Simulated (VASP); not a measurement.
A run of VASP 6.6.1 is set up as follows.

File POSCAR:

```
MgO
1.0
    2.6233491285      0.0000000000      0.0000000000
    0.0000000000      2.6233491285      0.0000000000
    0.0000000000      0.0000000000      2.6233491285
Mg O
1 1
Direct
    0.0000000000      0.0000000000      0.0000000000
    0.5000000000      0.5000000000      0.5000000000
```

INCAR.step1

```
SYSTEM = MgO
PREC = Accurate
ENCUT = 500
EDIFF = 1E-8
ISMEAR = 0
SIGMA = 0.01
LREAL = .False.
LASPH = .True.
NELM = 100
ALGO = Normal
LWAVE = .True.
LCHARG = .False.
```

INCAR.step2

```
SYSTEM = MgO
PREC = Accurate
ENCUT = 500
EDIFF = 1E-8
ISMEAR = 0
SIGMA = 0.01
LREAL = .False.
LASPH = .True.
NELM = 1
ALGO = Exact
LWAVE = .True.
LCHARG = .False.
NBANDS = 34
LOPTICS = .True.
ISTART = 1
```

Contents of INCAR.step3:

```
SYSTEM = MgO
PREC = Accurate
ENCUT = 500
EDIFF = 1E-8
ISMEAR = 0
SIGMA = 0.01
LREAL = .False.
LASPH = .True.
ALGO = EVGW0
LWAVE = .False.
LCHARG = .False.
NELMGW = 1
NBANDS = 34
ENCUTGW = 60.0
NOMEGA = 48
PRECFOCK = Fast
ISTART = 1
NBANDSGW = 12
```

File KPOINTS:

```
regular mesh
0
Gamma
  4 4 4
  0 0 0
```

Potentials or basis: VASP PAW LDA potentials, release 64 (Mg_GW, O_GW).

Launch:

```console
$ cat potpaw_LDA.64/Mg_GW/POTCAR potpaw_LDA.64/O_GW/POTCAR > POTCAR
$ cp INCAR.step1 INCAR
$ mpirun -np 1 vasp_std > vasp.out
$ cp INCAR.step2 INCAR
$ mpirun -np 1 vasp_std > vasp.out
$ cp INCAR.step3 INCAR
$ mpirun -np 1 vasp_std > vasp.out
```

Problem. What does it give for the quasiparticle gap?

Solution. 4.23 eV.

Problem. What does it give for the least direct quasiparticle gap?

Solution. 5.42 eV.

Problem. Predict the band gap on the k mesh, mean-field level.

Solution. 2.54 eV, indirect (least direct gap 3.58 eV).

Caveat: the k points lie up to 0.60 Å⁻¹ apart; bands, screening cutoff and mesh are small and nothing is extrapolated, so the quasiparticle values aren't converged. A k mesh can miss the band edges.
